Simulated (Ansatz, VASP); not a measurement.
# One calculation of Tc, two programs

POSCAR

```
Tc
1.0
    2.7400000000      0.0000000000      0.0000000000
   -1.3700000000      2.3729096064      0.0000000000
    0.0000000000      0.0000000000      4.3980000000
Tc
2
Direct
    0.3333333333      0.6666666667      0.2500000000
    0.6666666667      0.3333333333      0.7500000000
```

File INCAR.step1:

```
SYSTEM = Tc
  PREC = Accurate
  ENCUT = 520
  ISMEAR = 0
  SIGMA = 0.05
  LREAL = .False.
  LASPH = .True.
  NELM = 60
  NBANDS = 20
  GGA = PE
  ALGO = Normal
  EDIFF = 1E-4
  LWAVE = .True.
  LCHARG = .False.
```

Contents of INCAR.step2:

```
SYSTEM = Tc
  PREC = Accurate
  ENCUT = 520
  EDIFF = 1E-8
  ISMEAR = 0
  SIGMA = 0.05
  LREAL = .False.
  LASPH = .True.
  NELM = 60
  ALGO = Normal
  ISIF = 2
  LWAVE = .False.
  LCHARG = .False.
  METAGGA = R2SCAN
  LMIXTAU = .True.
  LEFG = .True.
  NBANDS = 20
  ISTART = 1
```

KPOINTS

```
Automatic mesh
0
Gamma
  18 18 10
  0 0 0
```

Input for Ansatz:

```yaml
crystal:
  lattice:
    - [2.74, 0.0, 0.0]
    - [-1.37, 2.3729096064, 0.0]
    - [0.0, 0.0, 4.398]
  atoms:
    - { symbol: Tc, position: [0.3333333333, 0.6666666667, 0.25] }
    - { symbol: Tc, position: [0.6666666667, 0.3333333333, 0.75] }
basis:
  ecutwfc: 600
  ecutrho_ratio: 5
kpoints:
  mp_grid: { grid: [18, 18, 10] }
hamiltonian:
  xc: r2scan
scf:
  occupations: { method: gaussian, width: 0.05 }
output:
  forces: true
  stress: true
  eigenvalues: true
  populations: true
  efg: { contact_densities: true }
```

Alike in both runs: task electric field gradients; functional r2SCAN; k mesh 18 × 18 × 10; occupations gaussian, width 0.05 eV; no spin polarisation.

```csv
,VASP,Ansatz
version,VASP 6.6.1,Ansatz 0.2.0
potentials or method,"VASP PAW PBE potentials, release 64 (Tc_pv), cutoff 520 eV","scalar-relativistic, plane waves, PAW"
valence electrons in the cell,26,30
```

|  | VASP | Ansatz | Ansatz less VASP |
| --- | --- | --- | --- |
| gap on the k mesh at the Fermi level (eV) | none | none | - |
| pressure (GPa) | -1.7 | -2.2 | -0.49 |
| traceless stress, the component that is largest in VASP (GPa) | -0.51 | -0.62 | -0.114 |
| size of Vzz on the site where it differs most (V/Å²) | 16.5 | 16.5 | +0.10 |

VASP's potentials were made for PBE, not for r2SCAN. A gap of «none» marks a metal or a gap that the smearing closes. VASP's potentials hold 26 valence electrons a cell and Ansatz's 30, so a difference there can come from the potentials and not from the codes.
